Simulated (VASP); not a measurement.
# SnSe2 (P-3m1) in VASP: notebook, part 2 of 3

VASP 6.6.1. Earlier steps stand in the parts before.

### Step 3. Relaxation of cell and atoms, PBE+D3(BJ)

This run uses another cell than the first one, of 25.64 Å³/atom, 1.003 times its volume.

INCAR reads:

```
SYSTEM = SnSe2
ALGO = Normal
EDIFF = 1E-6
EDIFFG = -0.005
ENCUT = 600
GGA = PE
IBRION = 2
ISIF = 3
ISMEAR = 0
IVDW = 12
LASPH = .TRUE.
LCHARG = .FALSE.
LREAL = .FALSE.
LWAVE = .FALSE.
NELM = 100
NSW = 100
PREC = Accurate
SIGMA = 0.02
```

KPOINTS reads:

```
k-points
0
G
  12 12 6
  0 0 0
```

POSCAR reads:

```
SnSe2
1.0
    3.8389775899      0.0000000000      0.0000000000
   -1.9194887950      3.3246521174      0.0000000000
    0.0000000000      0.0000000000      6.0278085149
Sn Se
1 2
Direct
    0.0000000000      0.0000000000      0.0000000000
    0.3333333333      0.6666666667      0.2645002954
    0.6666666667      0.3333333333      0.7354997046
```

Potentials or basis: VASP PAW PBE potentials, release 64 (Sn_d, Se).

Run with:

```console
cat potpaw_PBE.64/Sn_d/POTCAR potpaw_PBE.64/Se/POTCAR > POTCAR
mpirun -np 1 vasp_std > vasp.out
```

OUTCAR:

```text
SYSTEM = SnSe2
   EDIFF = 1E-6
   EDIFFG = -0.005
   ENCUT = 600
   GGA = PE
   IBRION = 2
   ISIF = 3
   ISMEAR = 0
   IVDW = 12
   LASPH = .TRUE.
   LREAL = .FALSE.
   NELM = 100
   NSW = 100
   PREC = Accurate
 IVDW          = 12

 ion  position               nearest neighbor table
   1  0.000  0.000  0.000-   2 2.73   3 2.73   3 2.73   2 2.73   3 2.73   2 2.73
   2  0.333  0.667  0.265-   1 2.73   1 2.73   1 2.73
   3  0.667  0.333  0.735-   1 2.73   1 2.73   1 2.73

  LATTYP: Found a hexagonal cell.
 ALAT       =     3.8389775899
 C/A-ratio  =     1.5701598599

  Lattice vectors:

 A1 = (   3.8389775899,   0.0000000000,   0.0000000000)
 A2 = (  -1.9194887950,   3.3246521174,   0.0000000000)
 A3 = (   0.0000000000,   0.0000000000,   6.0278085149)

Analysis of symmetry for initial positions (statically):
=====================================================================
 Subroutine PRICEL returns:
 Original cell was already a primitive cell.

 Routine SETGRP: Setting up the symmetry group for a
 hexagonal supercell.

 Subroutine GETGRP returns: Found 12 space group operations
 (whereof 12 operations were pure point group operations)
 out of a pool of 24 trial point group operations.

The static configuration has the point symmetry D_3d.

Analysis of symmetry for dynamics (positions and initial velocities):
=====================================================================
 Subroutine PRICEL returns:
 Original cell was already a primitive cell.

 Routine SETGRP: Setting up the symmetry group for a
 hexagonal supercell.

 Subroutine GETGRP returns: Found 12 space group operations
 (whereof 12 operations were pure point group operations)
 out of a pool of 24 trial point group operations.

The dynamic configuration has the point symmetry D_3d.

 Subroutine INISYM returns: Found 12 space group operations
 (whereof 12 operations are pure point group operations),
 and found     1 'primitive' translations

----------------------------------------------------------------------------------------

                                     Primitive cell

  volume of cell :      76.9345

  direct lattice vectors                    reciprocal lattice vectors
     3.838977590  0.000000000  0.000000000     0.260486022  0.150391675  0.000000000
    -1.919488795  3.324652117  0.000000000     0.000000000  0.300783350  0.000000000
     0.000000000  0.000000000  6.027808515     0.000000000  0.000000000  0.165897772

  length of vectors
     3.838977590  3.838977590  6.027808515     0.300783350  0.300783350  0.165897772

  position of ions in fractional coordinates (direct lattice)
     0.000000000  0.000000000  0.000000000
     0.333333333  0.666666667  0.264500295
     0.666666667  0.333333333  0.735499705

  ion indices of the primitive-cell ions
   primitive index   ion index
                 1           1
                 2           2
                 3           3

----------------------------------------------------------------------------------------

 KPOINTS: k-points

Automatic generation of k-mesh.
 Grid dimensions read from file:
 generate k-points for:   12   12    6

 Generating k-lattice:

  Cartesian coordinates                     Fractional coordinates (reciprocal lattice)
     0.021707168  0.012532640  0.000000000     0.083333333  0.000000000  0.000000000
     0.000000000  0.025065279  0.000000000     0.000000000  0.083333333  0.000000000
     0.000000000  0.000000000  0.027649629     0.000000000  0.000000000  0.166666667

  Length of vectors
     0.025065279  0.025065279  0.027649629

  Shift w.r.t. Gamma in fractional coordinates (k-lattice)
     0.000000000  0.000000000  0.000000000

 Subroutine IBZKPT returns following result:
 ===========================================

 Found    100 irreducible k-points:

 Following reciprocal coordinates:
            Coordinates               Weight
  0.000000  0.000000  0.000000      1.000000
  0.083333 -0.000000  0.000000      6.000000
  0.166667  0.000000  0.000000      6.000000
  0.250000  0.000000  0.000000      6.000000
  0.333333 -0.000000  0.000000      6.000000
  0.416667  0.000000  0.000000      6.000000
[... 16 lines left out ...]
  0.166667  0.000000  0.166667      6.000000
  0.000000  0.166667  0.166667      6.000000
 [... further k-points ...]
   k-points           NKPTS =    100   k-points in BZ     NKDIM =    100   number of bands    NBANDS=     17
   number of dos      NEDOS =    301   number of ions     NIONS =      3
   total plane-waves  NPLWV =  49152
   dimension x,y,z NGX =    32 NGY =   32 NGZ =   48
   dimension x,y,z NGXF=    64 NGYF=   64 NGZF=   96
   ions per type =               1   2
   NGX,Y,Z   is equivalent  to a cutoff of  13.86, 13.86, 13.24 a.u.
   NGXF,Y,Z  is equivalent  to a cutoff of  27.72, 27.72, 26.48 a.u.
 SYSTEM =  SnSe2
   PREC   = accura    normal or accurate (medium, high low for compatibility)
   ISTART =      0    job   : 0-new  1-cont  2-samecut
   ICHARG =      2    charge: 1-file 2-atom 10-const
   ISPIN  =      1    spin polarized calculation?
   LNONCOLLINEAR =      F non collinear calculations
   LSORBIT =      F    spin-orbit coupling
   LASPH  =      T    aspherical Exc in radial PAW
   ENCUT  =  600.0 eV  44.10 Ry    6.64 a.u.   7.67  7.67 12.04*2*pi/ulx,y,z
   NELM   =    100;   NELMIN=  2; NELMDL= -5     # of ELM steps
   EDIFF  = 0.1E-05   stopping-criterion for ELM
   LREAL  =      F    real-space projection
   EDIFFG = -.5E-02   stopping-criterion for IOM
   NSW    =    100    number of steps for IOM
   IBRION =      2    ionic relax: 0-MD 1-quasi-New 2-CG
   NFREE  =      1    steps in history (QN), initial steepest desc. (CG)
   ISIF   =      3    stress and relaxation
   ISYM   =      2    0-nonsym 1-usesym 2-fastsym
   POTIM  = 0.5000    time-step for ionic-motion
   TEBEG  =    0.0;   TEEND  =   0.0 temperature during run
   PSTRESS=    0.0 pullay stress
   NELECT =      26.0000    total number of electrons
   NUPDOWN=      -1.0000    fix difference up-down
   EMIN   =  10.00;   EMAX   =-10.00  energy-range for DOS
   EFERMI =   0.00;   METHOD = LEGACY
   ISMEAR =     0;   SIGMA  =   0.02  broadening in eV -4-tet -1-fermi 0-gaus
   EFERMI_NEDOS =   21; number of points for ismear=-14 and -15
   IALGO  =     38    algorithm
   IMIX   =      4    mixing-type and parameters
     AMIX     =   0.40;   BMIX     =  1.00
     AMIX_MAG =   1.60;   BMIX_MAG =  1.00
  volume/ion in A,a.u.               =      25.64       173.06
  Fermi-wavevector in a.u.,A,eV,Ry     =   1.140317  2.154886 17.691961  1.300322
  Thomas-Fermi vector in A             =   2.277019
   LORBIT       =      0    0 simple, 1 ext, 2 COOP (PROOUT), +10 PAW based schemes
   GGA     = PE    functional components
   LHFCALC =     F    Hartree Fock is set to
   AEXX    =    0.0000 exact exchange contribution
   IVDW    =    12    specifies the selected vdW correction
   LEPSILON=     F    determine dielectric tensor
   LRPA    =     F    only Hartree local field effects (RPA)
 conjugate gradient relaxation of ions
 non-spin polarized calculation
 Gauss-broadening in eV      SIGMA  =   0.02
  energy-cutoff  :      600.00
  volume of cell :       76.93
 maximum number of plane-waves:      2599
 NGX is ok and might be reduce to    32
   NGX = 15   NGY = 15   NGZ = 25

--------------------------------------- Ionic step        1  -------------------------------------------

 number of electron      26.0000006 magnetization

 Free energy of the ion-electron system (eV)
  ---------------------------------------------------
  ext. energy  EPLUGINS =         0.00000000
  ---------------------------------------------------
  free energy    TOTEN  =       -11.80971456 eV

  energy without entropy =      -11.80971456  energy(sigma->0) =      -11.80971456

------------------------ aborting loop because EDIFF is reached ----------------------------------------

 Edisp (eV)   -1.08866

 E8    (eV) :    -0.4765
[... 278 lines left out ...]
--------------------------------------- Ionic step        8  -------------------------------------------

 number of electron      26.0000005 magnetization

 Free energy of the ion-electron system (eV)
  ---------------------------------------------------
  ext. energy  EPLUGINS =         0.00000000
  ---------------------------------------------------
  free energy    TOTEN  =       -11.80913637 eV

  energy without entropy =      -11.80913637  energy(sigma->0) =      -11.80913637

 E-fermi :   4.5781     XC(G=0):  -9.5523

 val. band max:        4.4194337153   @ k =   0.0833   0.0833   0.0000
 cond. band min:       4.7667058019   @ k =   0.0000   0.4167   0.3333
 fundamental gap:      0.3472720866
 Fermi energy:         4.5780552172

 k-point     1 :       0.0000    0.0000    0.0000
  band No.  band energies     occupation
      1     -16.9961      2.00000
      2     -16.9961      2.00000
      3     -16.9624      2.00000
      4     -16.9512      2.00000
      5     -16.9512      2.00000
      6      -9.5250      2.00000
[... 457 lines left out ...]
      4     -16.9538      2.00000
      5     -16.9500      2.00000
      6      -9.2102      2.00000
[... 9 lines left out ...]
     16       9.1227      0.00000
     17       9.4196      0.00000

 [... further k-points ...]

------------------------ aborting loop because EDIFF is reached ----------------------------------------

 Edisp (eV)   -1.08930

 E8    (eV) :    -0.4768
[... 26 lines left out ...]
  FREE ENERGIE OF THE ION-ELECTRON SYSTEM (eV)
  ---------------------------------------------------
  free  energy   TOTEN  =       -12.8984397873 eV

  energy  without entropy=      -12.8984397873  energy(sigma->0) =      -12.89843979

 reached required accuracy - stopping structural energy minimisation
```

It took 5.8 min on 1 thread of AMD EPYC 7R43 (Zen 3), shared host; peak memory 0.32 GiB.

What came out:

```
Free energy                            : -12.8984 eV
Relaxed volume                         : 25.63 Å³/atom
Relaxed cell                           : a = 3.842 Å, b = 3.842 Å, c = 6.017 Å, α = 90.00°, β = 90.00°, γ = 120.00°
Space group after relaxing (to 0.05 Å) : P-3m1 (No. 164)
Energy gained by relaxing              : 0.0 meV/atom
Ionic steps                            : 8
Pressure after relaxing                : 0.0 GPa
Largest force after relaxing           : 0.005 eV/Å
Band gap on the k mesh                 : 0.35 eV, indirect (least direct gap 0.81 eV)
Dispersion energy per atom             : -0.363 eV
```

Forces on the atoms (eV/Å):
```
Sn   0.000  0.000  0.000
Se   0.000  0.000  0.005
Se   0.000  0.000 -0.005
```

Final structure:
```
Sn Se
1.0
     3.84154    0.00000    0.00000
    -1.92077    3.32687    0.00000
     0.00000    0.00000    6.01681
Sn Se
1 2
Direct
  0.00000 0.00000 0.00000
  0.33333 0.66667 0.26499
  0.66667 0.33333 0.73501
```

Caveat: spin-orbit coupling is left out, which moves the levels of the heavy elements. A k mesh can miss the band edges.

[end of part 2 of 3]
